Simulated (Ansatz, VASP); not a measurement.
**Two plane-wave programs on C**

```
CELL_PARAMETERS angstrom
1.78574 -1.78574 0.00000
1.78574 0.00000 -1.78574
8.87500 8.87500 8.87500
ATOMIC_POSITIONS crystal
C 0.66667 0.66667 0.21800
C 0.00000 0.00000 0.08386
C 0.33333 0.33333 0.35214
C 0.66667 0.66667 0.62042
C 0.00000 0.00000 0.48628
C 0.33333 0.33333 0.75456
C 0.66667 0.66667 0.31861
C 0.00000 0.00000 0.18447
C 0.33333 0.33333 0.45275
C 0.66667 0.66667 0.72103
C 0.00000 0.00000 0.58689
C 0.33333 0.33333 0.05033
```

Alike in both runs: task single point; functional PBE; k mesh 10 × 10 × 2; occupations gaussian, width 0.05 eV; no spin polarisation.

|  | VASP | Ansatz |
| --- | --- | --- |
| version | VASP 6.6.1 | Ansatz 0.2.0 |
| potentials or method | VASP PAW PBE potentials, release 64 (C), cutoff 520 eV | scalar-relativistic, plane waves, PAW |
| valence electrons in the cell | 48 | 48 |

|  | VASP | Ansatz | Ansatz less VASP |
| --- | --- | --- | --- |
| gap on the k mesh at the Fermi level (eV) | none | none | - |
| pressure (GPa) | -2.1 | -2.6 | -0.53 |
| traceless stress, the component that is largest in VASP (GPa) | -1.21 | -1.21 | +0.008 |
| rms of the force components (eV/Å) | 1.397 | 1.402 | +0.0043 |

Atom by atom the forces differ by 0.007 eV/Å (rms over components). A gap of «none» marks a metal or a gap that the smearing closes. The functional is the same, so the differences come from potentials, cutoffs and numerics.
